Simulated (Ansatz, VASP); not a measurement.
# GaN: VASP beside Ansatz

```
CELL_PARAMETERS angstrom
0.00000 2.18147 2.24894
2.18147 0.00000 2.24894
2.18147 2.18147 0.00000
ATOMIC_POSITIONS crystal
Ga 0.00000 0.00000 0.00000
N 0.75000 0.75000 0.75000
```

Change from the starting cell: strain -0.030 along x and y, +0.000 along z, atoms carried along.

Alike in both runs: task single point; functional r2SCAN; k mesh 10 × 10 × 10; occupations gaussian, width 0.05 eV; no spin polarisation.

|  | VASP | Ansatz |
| --- | --- | --- |
| version | VASP 6.6.1 | Ansatz 0.2.0 |
| potentials or method | VASP PAW PBE potentials, release 64 (Ga_d, N), cutoff 520 eV | scalar-relativistic, plane waves, PAW |
| valence electrons in the cell | 18 | 18 |

Ansatz gave:

```
gap on the k mesh at the Fermi level (eV)                     : 2.52
least direct gap on the mesh (eV)                             : 2.52
pressure (GPa)                                                : 13.6
traceless stress, the component that is largest in VASP (GPa) : -2.75
```

Q: Which values does VASP return?

A: gap on the k mesh at the Fermi level (eV): 2.51; least direct gap on the mesh (eV): 2.51; pressure (GPa): 14.8; traceless stress, the component that is largest in VASP (GPa): -2.72.

VASP's potentials were made for PBE, not for r2SCAN.
